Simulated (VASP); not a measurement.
# ZrH3 (Pm-3m) in VASP: a series of runs, part 2 of 2

VASP 6.6.1. Earlier steps stand in the parts before.

## (3) Single point, r2SCAN

This run uses another cell than the first one, of 7.29 Å³/atom, 1.031 times its volume.

POSCAR

```
ZrH3
1.0
    3.0783273584      0.0000000000      0.0000000000
    0.0000000000      3.0783273584      0.0000000000
    0.0000000000      0.0000000000      3.0783273584
Zr H
1 3
Direct
    0.0000000000      0.0000000000      0.0000000000
    0.0000000000      0.5000000000      0.5000000000
    0.5000000000      0.0000000000      0.5000000000
    0.5000000000      0.5000000000      0.0000000000
```

INCAR.step1

```
SYSTEM = ZrH3
PREC = Accurate
ENCUT = 520
ISMEAR = 1
SIGMA = 0.1
LREAL = .FALSE.
LASPH = .TRUE.
NELM = 60
NBANDS = 16
GGA = PE
ALGO = Normal
EDIFF = 1E-4
LWAVE = .TRUE.
LCHARG = .FALSE.
```

INCAR.step2

```
SYSTEM = ZrH3
PREC = Accurate
ENCUT = 520
EDIFF = 1E-6
ISMEAR = 1
SIGMA = 0.1
LREAL = .FALSE.
LASPH = .TRUE.
NELM = 60
ALGO = Normal
ISIF = 2
LWAVE = .FALSE.
LCHARG = .TRUE.
METAGGA = R2SCAN
LMIXTAU = .TRUE.
LELF = .TRUE.
LVHAR = .TRUE.
NBANDS = 16
ISTART = 1
```

KPOINTS

```
Automatic mesh
0
G
  7 7 7
  0 0 0
```

Potentials or basis: VASP PAW PBE potentials, release 64 (Zr_sv, H).

Launch:

```sh
$ cat potpaw_PBE.64/Zr_sv/POTCAR potpaw_PBE.64/H/POTCAR > POTCAR
$ cp INCAR.step1 INCAR
$ mpirun -np 1 vasp_std > vasp.out
$ cp INCAR.step2 INCAR
$ mpirun -np 1 vasp_std > vasp.out
```

OUTCAR:

```text
SYSTEM = ZrH3
   PREC = Accurate
   ENCUT = 520
   EDIFF = 1E-6
   ISMEAR = 1
   LREAL = .FALSE.
   LASPH = .TRUE.
   NELM = 60
   ISIF = 2
   METAGGA = R2SCAN
   ISTART = 1

 ion  position               nearest neighbor table
   1  0.000  0.000  0.000-   2 2.18   3 2.18   4 2.18   2 2.18   3 2.18   2 2.18   4 2.18   2 2.18
                             3 2.18   4 2.18   3 2.18   4 2.18
   2  0.000  0.500  0.500-   1 2.18   1 2.18   1 2.18   1 2.18
   3  0.500  0.000  0.500-   1 2.18   1 2.18   1 2.18   1 2.18
   4  0.500  0.500  0.000-   1 2.18   1 2.18   1 2.18   1 2.18

  LATTYP: Found a simple cubic cell.
 ALAT       =     3.0783273584

  Lattice vectors:

 A1 = (   3.0783273584,   0.0000000000,   0.0000000000)
 A2 = (   0.0000000000,   3.0783273584,   0.0000000000)
 A3 = (   0.0000000000,   0.0000000000,   3.0783273584)

Analysis of symmetry for initial positions (statically):
=====================================================================
 Subroutine PRICEL returns:
 Original cell was already a primitive cell.

 Routine SETGRP: Setting up the symmetry group for a
 simple cubic supercell.

 Subroutine GETGRP returns: Found 48 space group operations
 (whereof 48 operations were pure point group operations)
 out of a pool of 48 trial point group operations.

The static configuration has the point symmetry O_h .

Analysis of symmetry for dynamics (positions and initial velocities):
=====================================================================
 Subroutine PRICEL returns:
 Original cell was already a primitive cell.

 Routine SETGRP: Setting up the symmetry group for a
 simple cubic supercell.

 Subroutine GETGRP returns: Found 48 space group operations
 (whereof 48 operations were pure point group operations)
 out of a pool of 48 trial point group operations.

The dynamic configuration has the point symmetry O_h .

 Subroutine INISYM returns: Found 48 space group operations
 (whereof 48 operations are pure point group operations),
 and found     1 'primitive' translations

----------------------------------------------------------------------------------------

                                     Primitive cell

  volume of cell :      29.1705

  direct lattice vectors                    reciprocal lattice vectors
     3.078327358  0.000000000  0.000000000     0.324851740  0.000000000  0.000000000
     0.000000000  3.078327358  0.000000000     0.000000000  0.324851740  0.000000000
     0.000000000  0.000000000  3.078327358     0.000000000  0.000000000  0.324851740

  length of vectors
     3.078327358  3.078327358  3.078327358     0.324851740  0.324851740  0.324851740

  position of ions in fractional coordinates (direct lattice)
     0.000000000  0.000000000  0.000000000
     0.000000000  0.500000000  0.500000000
     0.500000000  0.000000000  0.500000000
     0.500000000  0.500000000  0.000000000

  ion indices of the primitive-cell ions
   primitive index   ion index
                 1           1
                 2           2
                 3           3
                 4           4

[... 20 lines left out ...]

 Subroutine IBZKPT returns following result:
 ===========================================

 Found     20 irreducible k-points:

 Following reciprocal coordinates:
            Coordinates               Weight
  0.000000  0.000000  0.000000      1.000000
  0.142857  0.000000  0.000000      6.000000
  0.285714  0.000000  0.000000      6.000000
  0.428571  0.000000  0.000000      6.000000
  0.142857  0.142857  0.000000     12.000000
  0.285714  0.142857  0.000000     24.000000
[... 12 lines left out ...]
  0.428571  0.428571  0.285714     24.000000
  0.428571  0.428571  0.428571      8.000000
   k-points           NKPTS =     20   k-points in BZ     NKDIM =     20   number of bands    NBANDS=     16
   number of dos      NEDOS =    301   number of ions     NIONS =      4
   total plane-waves  NPLWV =  13824
   dimension x,y,z NGX =    24 NGY =   24 NGZ =   24
   dimension x,y,z NGXF=    48 NGYF=   48 NGZF=   48
   ions per type =               1   3
   NGX,Y,Z   is equivalent  to a cutoff of  12.96, 12.96, 12.96 a.u.
   NGXF,Y,Z  is equivalent  to a cutoff of  25.92, 25.92, 25.92 a.u.
 SYSTEM =  ZrH3
   PREC   = accura    normal or accurate (medium, high low for compatibility)
   ISTART =      1    job   : 0-new  1-cont  2-samecut
   ICHARG =      0    charge: 1-file 2-atom 10-const
   ISPIN  =      1    spin polarized calculation?
   LNONCOLLINEAR =      F non collinear calculations
   LSORBIT =      F    spin-orbit coupling
   LASPH  =      T    aspherical Exc in radial PAW
   ENCUT  =  520.0 eV  38.22 Ry    6.18 a.u.   5.72  5.72  5.72*2*pi/ulx,y,z
   NELM   =     60;   NELMIN=  2; NELMDL=  0     # of ELM steps
   EDIFF  = 0.1E-05   stopping-criterion for ELM
   LREAL  =      F    real-space projection
   EDIFFG = 0.1E-04   stopping-criterion for IOM
   NSW    =      0    number of steps for IOM
   IBRION =     -1    ionic relax: 0-MD 1-quasi-New 2-CG
   NFREE  =      0    steps in history (QN), initial steepest desc. (CG)
   ISIF   =      2    stress and relaxation
   ISYM   =      2    0-nonsym 1-usesym 2-fastsym
   POTIM  = 0.5000    time-step for ionic-motion
   TEBEG  =    0.0;   TEEND  =   0.0 temperature during run
   PSTRESS=    0.0 pullay stress
   NELECT =      15.0000    total number of electrons
   NUPDOWN=      -1.0000    fix difference up-down
   EMIN   =  10.00;   EMAX   =-10.00  energy-range for DOS
   EFERMI =   0.00;   METHOD = LEGACY
   ISMEAR =     1;   SIGMA  =   0.10  broadening in eV -4-tet -1-fermi 0-gaus
   EFERMI_NEDOS =   21; number of points for ismear=-14 and -15
   IALGO  =     38    algorithm
   IMIX   =      4    mixing-type and parameters
     AMIX     =   0.40;   BMIX     =  1.00
     AMIX_MAG =   1.60;   BMIX_MAG =  1.00
  volume/ion in A,a.u.               =       7.29        49.21
  Fermi-wavevector in a.u.,A,eV,Ry     =   1.311567  2.478502 23.404847  1.720208
  Thomas-Fermi vector in A             =   2.442019
   LORBIT       =      0    0 simple, 1 ext, 2 COOP (PROOUT), +10 PAW based schemes
   METAGGA = R2SCAN    functional components
   LHFCALC =     F    Hartree Fock is set to
   AEXX    =    0.0000 exact exchange contribution
   IVDW    =     0    specifies the selected vdW correction
   LEPSILON=     F    determine dielectric tensor
   LRPA    =     F    only Hartree local field effects (RPA)
 non-spin polarized calculation
 Methfessel and Paxton  Order N= 1 SIGMA  =   0.10
  energy-cutoff  :      520.00
  volume of cell :       29.17
 maximum number of plane-waves:       808
 NGX is ok and might be reduce to    24
   NGX = 11   NGY = 11   NGZ = 11

 number of electron      15.0000002 magnetization

 Free energy of the ion-electron system (eV)
  ---------------------------------------------------
  ext. energy  EPLUGINS =         0.00000000
  ---------------------------------------------------
  free energy    TOTEN  =       -34.43689521 eV

  energy without entropy =      -34.43622920  energy(sigma->0) =      -34.43667321

 E-fermi :   8.4535     XC(G=0): -12.0767

 val. band max:        8.2551662958   @ k =   0.2857   0.2857   0.0000
 cond. band min:       8.5010909816   @ k =   0.2857   0.2857   0.1429
 fundamental gap:      0.2459246858
 Fermi energy:         8.4535267105

 k-point     1 :       0.0000    0.0000    0.0000
  band No.  band energies     occupation
      1     -42.6244      2.00000
      2     -19.5912      2.00000
      3     -19.5912      2.00000
      4     -19.5912      2.00000
      5      -2.5909      2.00000
      6       3.6489      2.00000
[... 357 lines left out ...]
      3     -20.1712      2.00000
      4     -20.1712      2.00000
      5       1.8066      2.00000
      6       2.1465      2.00000
[... 8 lines left out ...]
     15      18.0773      0.00000
     16      18.6327      0.00000

------------------------ aborting loop because EDIFF is reached ----------------------------------------

  FORCE on cell =-STRESS in cart. coord.  units (eV):
  Direction    XX          YY          ZZ          XY          YZ          ZX
  --------------------------------------------------------------------------------------
  -------------------------------------------------------------------------------------
  Total        0.8928964      0.8928964      0.8928964      0.0000000      0.0000000     -0.0000000
  in kB       49.0418949     49.0418949     49.0418949      0.0000000      0.0000000     -0.0000000
  external PRESSURE =      49.0418949 kB  Pullay stress =       0.0000000 kB

 VOLUME and BASIS-vectors are now :
 -----------------------------------------------------------------------------
  energy-cutoff  :      520.00
  volume of cell :       29.17
      direct lattice vectors                 reciprocal lattice vectors
     3.078327358  0.000000000  0.000000000     0.324851740  0.000000000  0.000000000
     0.000000000  3.078327358  0.000000000     0.000000000  0.324851740  0.000000000
     0.000000000  0.000000000  3.078327358     0.000000000  0.000000000  0.324851740

 POSITION                                       TOTAL-FORCE (eV/Angst)
 -----------------------------------------------------------------------------------
      0.00000      0.00000      0.00000         0.000000      0.000000      0.000000
      0.00000      1.53916      1.53916         0.000000      0.000000      0.000000
      1.53916      0.00000      1.53916         0.000000      0.000000      0.000000
      1.53916      1.53916      0.00000         0.000000      0.000000      0.000000
 -----------------------------------------------------------------------------------
    total drift:                                0.000000      0.000000      0.000000

  FREE ENERGIE OF THE ION-ELECTRON SYSTEM (eV)
  ---------------------------------------------------
  free  energy   TOTEN  =       -34.4368952119 eV

  energy  without entropy=      -34.4362292020  energy(sigma->0) =      -34.43667321
```

It took 35 s on 1 thread of Intel Xeon Platinum 8259CL at 2.50GHz (Skylake/Cascade Lake), shared host; peak memory 0.15 GiB.

Results:

```yaml
Free_energy: -34.4369 eV
Pressure: 4.9 GPa
```

Caveat: the PAW data sets were made with another functional, which shifts forces and pressure a little.

## (4) Single point, r2SCAN

This run uses another cell than the first one, of 7.55 Å³/atom, 1.068 times its volume.

POSCAR

```
ZrH3
1.0
    3.1140116445      0.0000000000      0.0000000000
    0.0000000000      3.1140116445      0.0000000000
    0.0000000000      0.0000000000      3.1140116445
Zr H
1 3
Direct
    0.0000000000      0.0000000000      0.0000000000
    0.0000000000      0.5000000000      0.5000000000
    0.5000000000      0.0000000000      0.5000000000
    0.5000000000      0.5000000000      0.0000000000
```

INCAR.step1

```
ALGO = Normal ; EDIFF = 1E-4
ENCUT = 520 ; GGA = PE
ISMEAR = 1 ; LASPH = True
LCHARG = False ; LREAL = False
LWAVE = True ; NBANDS = 16
NELM = 100 ; PREC = Accurate
SIGMA = 0.1
```

INCAR.step2

```
ALGO = Normal ; EDIFF = 1E-6
ENCUT = 520 ; ISIF = 2
ISMEAR = 1 ; ISTART = 1
LASPH = True ; LCHARG = False
LMIXTAU = True ; LREAL = False
LWAVE = False ; METAGGA = R2SCAN
NBANDS = 16 ; NELM = 100
PREC = Accurate ; SIGMA = 0.1
```

KPOINTS

```
k-points
0
Gamma
  7 7 7
```

Potentials or basis: VASP PAW PBE potentials, release 64 (Zr_sv, H).

Launch:

```sh
$ cat potpaw_PBE.64/Zr_sv/POTCAR potpaw_PBE.64/H/POTCAR > POTCAR
$ cp INCAR.step1 INCAR
$ mpirun -np 1 vasp_std > vasp.out
$ cp INCAR.step2 INCAR
$ mpirun -np 1 vasp_std > vasp.out
```

OUTCAR:

```text
EDIFF = 1E-6
   ENCUT = 520
   ISIF = 2
   ISMEAR = 1
   ISTART = 1
   LASPH = True
   LREAL = False
   METAGGA = R2SCAN
   NELM = 100
   PREC = Accurate

 ion  position               nearest neighbor table
   1  0.000  0.000  0.000-   2 2.20   3 2.20   4 2.20   2 2.20   3 2.20   2 2.20   4 2.20   2 2.20
                             3 2.20   4 2.20   3 2.20   4 2.20
   2  0.000  0.500  0.500-   1 2.20   1 2.20   1 2.20   1 2.20
   3  0.500  0.000  0.500-   1 2.20   1 2.20   1 2.20   1 2.20
   4  0.500  0.500  0.000-   1 2.20   1 2.20   1 2.20   1 2.20

  LATTYP: Found a simple cubic cell.
 ALAT       =     3.1140116445

  Lattice vectors:

 A1 = (   3.1140116445,   0.0000000000,   0.0000000000)
 A2 = (   0.0000000000,   3.1140116445,   0.0000000000)
 A3 = (   0.0000000000,   0.0000000000,   3.1140116445)

Analysis of symmetry for initial positions (statically):
=====================================================================
 Subroutine PRICEL returns:
 Original cell was already a primitive cell.

[... 169 lines left out ...]
 E-fermi :   8.0785     XC(G=0): -11.9077

 val. band max:        7.8868135366   @ k =   0.2857   0.2857   0.0000
 cond. band min:       8.1262947945   @ k =   0.2857   0.2857   0.1429
 fundamental gap:      0.2394812579
 Fermi energy:         8.0785252435

 k-point     1 :       0.0000    0.0000    0.0000
  band No.  band energies     occupation
      1     -43.0676      2.00000
      2     -20.0612      2.00000
      3     -20.0612      2.00000
      4     -20.0612      2.00000
      5      -2.7536      2.00000
      6       3.4211      2.00000
[... 357 lines left out ...]
      3     -20.5839      2.00000
      4     -20.5839      2.00000
      5       1.6227      2.00000
      6       1.9602      2.00000
[... 8 lines left out ...]
     15      17.3272      0.00000
     16      17.8664      0.00000

------------------------ aborting loop because EDIFF is reached ----------------------------------------

  FORCE on cell =-STRESS in cart. coord.  units (eV):
  Direction    XX          YY          ZZ          XY          YZ          ZX
  --------------------------------------------------------------------------------------
  -------------------------------------------------------------------------------------
  Total       -0.0195322     -0.0195322     -0.0195322      0.0000000      0.0000000      0.0000000
  in kB       -1.0363379     -1.0363379     -1.0363379      0.0000000      0.0000000      0.0000000
  external PRESSURE =      -1.0363379 kB  Pullay stress =       0.0000000 kB

 VOLUME and BASIS-vectors are now :
 -----------------------------------------------------------------------------
  energy-cutoff  :      520.00
  volume of cell :       30.20
      direct lattice vectors                 reciprocal lattice vectors
     3.114011645  0.000000000  0.000000000     0.321129178  0.000000000  0.000000000
     0.000000000  3.114011645  0.000000000     0.000000000  0.321129178  0.000000000
     0.000000000  0.000000000  3.114011645     0.000000000  0.000000000  0.321129178

 POSITION                                       TOTAL-FORCE (eV/Angst)
 -----------------------------------------------------------------------------------
      0.00000      0.00000      0.00000         0.000000      0.000000      0.000000
      0.00000      1.55701      1.55701         0.000000      0.000000      0.000000
      1.55701      0.00000      1.55701         0.000000      0.000000      0.000000
      1.55701      1.55701      0.00000         0.000000      0.000000      0.000000
 -----------------------------------------------------------------------------------
    total drift:                                0.000000      0.000000      0.000000

  FREE ENERGIE OF THE ION-ELECTRON SYSTEM (eV)
  ---------------------------------------------------
  free  energy   TOTEN  =       -34.4529347598 eV

  energy  without entropy=      -34.4522963984  energy(sigma->0) =      -34.45272197
```

Wall time 37 s (1 thread of Intel Xeon Platinum 8259CL at 2.50GHz (Skylake/Cascade Lake), shared host); peak memory 0.14 GiB.

What came out:

```
Free energy : -34.4529 eV
Pressure    : -0.1 GPa
```

Caveat: the PAW data sets were made with another functional, which shifts forces and pressure a little.

## (5) Single point, r2SCAN

This run uses another cell than the first one, of 7.44 Å³/atom, 1.052 times its volume.

POSCAR

```
ZrH3
1.0
    3.0992014446      0.0000000000      0.0000000000
    0.0000000000      3.0992014446      0.0000000000
    0.0000000000      0.0000000000      3.0992014446
Zr H
1 3
Direct
    0.0000000000      0.0000000000      0.0000000000
    0.0000000000      0.5000000000      0.5000000000
    0.5000000000      0.0000000000      0.5000000000
    0.5000000000      0.5000000000      0.0000000000
```

INCAR.step1

```
  PREC = Accurate
  ENCUT = 520
  ISMEAR = 1
  SIGMA = 0.1
  LREAL = False
  LASPH = True
  NELM = 100
  NBANDS = 16
  GGA = PE
  ALGO = Normal
  EDIFF = 1E-4
  LWAVE = True
  LCHARG = False
```

INCAR.step2

```
  PREC = Accurate
  ENCUT = 520
  EDIFF = 1E-6
  ISMEAR = 1
  SIGMA = 0.1
  LREAL = False
  LASPH = True
  NELM = 100
  ALGO = Normal
  ISIF = 2
  LWAVE = False
  LCHARG = True
  METAGGA = R2SCAN
  LMIXTAU = True
  LELF = True
  LVHAR = True
  NBANDS = 16
  ISTART = 1
```

KPOINTS

```
Automatic mesh
0
Gamma
  7 7 7
```

Launch:

```sh
$ cat potpaw_PBE.64/Zr_sv/POTCAR potpaw_PBE.64/H/POTCAR > POTCAR
$ cp INCAR.step1 INCAR
$ mpirun -np 1 vasp_std > vasp.out
$ cp INCAR.step2 INCAR
$ mpirun -np 1 vasp_std > vasp.out
```

It took 33 s on 1 thread of Intel Xeon Platinum 8259CL at 2.50GHz (Skylake/Cascade Lake), shared host; peak memory 0.14 GiB.

It converged, with:

| Item | Value |
| --- | --- |
| Free energy | -34.4501 eV |
| Pressure | 1.9 GPa |

Levels at points of the mesh, in eV from the Fermi level:
| k point | band 3 | band 4 | band 5 | band 6 | band 7 | band 8 | band 9 | band 10 | band 11 | band 12 |
| --- | --- | --- | --- | --- | --- | --- | --- | --- | --- | --- |
| (0.00, 0.00, 0.00) | -28.10 | -28.10 | -10.92 | -4.72 | -4.72 | 4.08 | 4.08 | 4.08 | 5.95 | 5.95 |

Caveat: the PAW data sets were made with another functional, which shifts forces and pressure a little.

## (6) Single point, r2SCAN

This run uses another cell than the first one, of 7.66 Å³/atom, 1.084 times its volume.

POSCAR

```
ZrH3
1.0
    3.1298062392      0.0000000000      0.0000000000
    0.0000000000      3.1298062392      0.0000000000
    0.0000000000      0.0000000000      3.1298062392
Zr H
1 3
Direct
    0.0000000000      0.0000000000      0.0000000000
    0.0000000000      0.5000000000      0.5000000000
    0.5000000000      0.0000000000      0.5000000000
    0.5000000000      0.5000000000      0.0000000000
```

INCAR.step1

```
PREC = Accurate
ENCUT = 520
ISMEAR = 1
SIGMA = 0.1
LREAL = F
LASPH = T
NELM = 60
NBANDS = 16
GGA = PE
ALGO = Normal
EDIFF = 1E-4
LWAVE = T
LCHARG = F
```

INCAR.step2

```
PREC = Accurate
ENCUT = 520
EDIFF = 1E-6
ISMEAR = 1
SIGMA = 0.1
LREAL = F
LASPH = T
NELM = 60
ALGO = Normal
ISIF = 2
LWAVE = F
LCHARG = T
METAGGA = R2SCAN
LMIXTAU = T
LELF = T
LVHAR = T
NBANDS = 16
ISTART = 1
```

KPOINTS is that of step 5.

Potentials or basis: VASP PAW PBE potentials, release 64 (Zr_sv, H).

Launch:

```sh
$ cat potpaw_PBE.64/Zr_sv/POTCAR potpaw_PBE.64/H/POTCAR > POTCAR
$ cp INCAR.step1 INCAR
$ mpirun -np 1 vasp_std > vasp.out
$ cp INCAR.step2 INCAR
$ mpirun -np 1 vasp_std > vasp.out
```

Run time: 27 s. Hardware: 1 thread of Intel Xeon Platinum 8259CL at 2.50GHz (Skylake/Cascade Lake), shared host; peak memory 0.14 GiB.

Results (log left out):

- Free energy: -34.4502 eV
- Pressure: -2.1 GPa

Levels at points of the mesh, in eV from the Fermi level:
```csv
k point,band 3,band 4,band 5,band 6,band 7,band 8,band 9,band 10,band 11,band 12
"(0.00, 0.00, 0.00)",-28.18,-28.18,-10.74,-4.59,-4.59,3.95,3.95,3.95,5.77,5.77
```

Caveat: the PAW data sets were made with another functional, which shifts forces and pressure a little.

## (7) Summary

```tsv
cell	gap on the mesh (eV)	pressure (GPa)
a = 3.047 Å, 4 atoms	none	9.9
a = 3.078 Å, 4 atoms	none	4.9
a = 3.114 Å, 4 atoms	none	-0.1
a = 3.099 Å, 4 atoms	none	1.9
a = 3.130 Å, 4 atoms	none	-2.1
```

Alike in all rows: task single point; level r2SCAN; potentials or basis VASP PAW PBE potentials, release 64 (Zr_sv, H); no spin polarisation; k mesh 7 × 7 × 7; cutoff (eV) 520; smearing methfessel-paxton 0.1 eV.

Caveats: the PAW data sets were made with another functional, which shifts forces and pressure a little.

Total energies depend on the potentials used, so only differences within one code and one set of settings carry meaning.
